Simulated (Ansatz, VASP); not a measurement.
GaN in VASP and in Ansatz

```xyz
2
Lattice="0.0000 2.3164 2.1731 2.3164 0.0000 2.1731 2.3164 2.3164 0.0000" Properties=species:S:1:pos:R:3 pbc="T T T"
Ga    0.0000    0.0000    0.0000
N     1.1582    1.1582    1.0865
```

Change from the starting cell: epitaxial_xy strain +3.0%.

Alike in both runs: task single point; functional r2SCAN; k mesh 10 × 10 × 10; no spin polarisation.

|  | VASP | Ansatz |
| --- | --- | --- |
| version | VASP 6.6.1 | Ansatz 0.2.0 |
| potentials or method | VASP PAW PBE potentials, release 64 (Ga_d, N) | plane waves, PAW |
| plane-wave cutoff (eV) | 520 | 500 |
| occupations | gaussian, width 0.01 eV | fixed |
| valence electrons in the cell | 18 | 18 |

```csv
,VASP,Ansatz,Ansatz less VASP
gap on the k mesh at the Fermi level (eV),1.81,1.82,+0.007
pressure (GPa),-3.8,-4.9,-1.07
"traceless stress, the component that is largest in VASP (GPa)",4.80,4.93,+0.135
```

VASP's potentials were made for PBE, not for r2SCAN.
